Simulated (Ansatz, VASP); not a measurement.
## CsAg: VASP beside Ansatz

INCAR

```
SYSTEM = CsAg
ALGO = Normal
EDIFF = 1E-6
EDIFFG = -0.01
ENCUT = 600
GGA = PE
IBRION = 2
ISIF = 3
ISMEAR = 0
LASPH = .True.
LCHARG = .False.
LREAL = .False.
LWAVE = .False.
NELM = 100
NSW = 100
PREC = Accurate
SIGMA = 0.02
```

File KPOINTS:

```
k-points
0
Gamma
  6 6 6
  0 0 0
```

Contents of POSCAR:

```
CsAg
1.0
    0.0000000000      4.2643422285      4.2643422285
    4.2643422285      0.0000000000      4.2643422285
    4.2643422285      4.2643422285      0.0000000000
Cs Ag
1 1
Direct
    0.0000000000      0.0000000000      0.0000000000
    0.2500000000      0.2500000000      0.2500000000
```

Input for Ansatz:

```yaml
crystal:
  lattice:
    - [0.0, 4.2643422285, 4.2643422285]
    - [4.2643422285, 0.0, 4.2643422285]
    - [4.2643422285, 4.2643422285, 0.0]
  atoms:
    - { symbol: Cs, position: [0.0, 0.0, 0.0] }
    - { symbol: Ag, position: [0.25, 0.25, 0.25] }
basis:
  ecutwfc: 420
kpoints:
  mp_grid: { grid: [6, 6, 6] }
hamiltonian:
  xc: pbe
scf:
  occupations: { method: gaussian, width: 0.02 }
output:
  forces: true
  stress: true
  eigenvalues: true
relax:
  adjacent_minimum: "off"
  f_tol: 0.01
  max_steps: 80
  cell: { stress_tol: 0.05 }
```

Alike in both runs: task relaxation of cell and atoms; functional PBE; k mesh 6 × 6 × 6; occupations gaussian, width 0.02 eV; no spin polarisation.

|  | VASP | Ansatz |
| --- | --- | --- |
| version | VASP 6.6.1 | Ansatz 0.2.0 |
| potentials or method | VASP PAW PBE potentials, release 64 (Cs_sv, Ag), cutoff 600 eV | scalar-relativistic, plane waves, PAW |
| valence electrons in the cell | 20 | 28 |

|  | VASP | Ansatz | Ansatz less VASP |
| --- | --- | --- | --- |
| gap on the k mesh at the Fermi level, each at its own relaxed structure (eV) | 1.83 | 1.83 | +0.002 |
| relaxed volume (Å³/atom) | 79.76 | 79.56 | -0.198 |
| relaxed cell length with the largest relative difference (Å) | 6.088 | 6.083 | -0.0050 |

VASP's potentials hold 20 valence electrons a cell and Ansatz's 28, so a difference there can come from the potentials and not from the codes.

Neither program's run includes spin-orbit coupling.
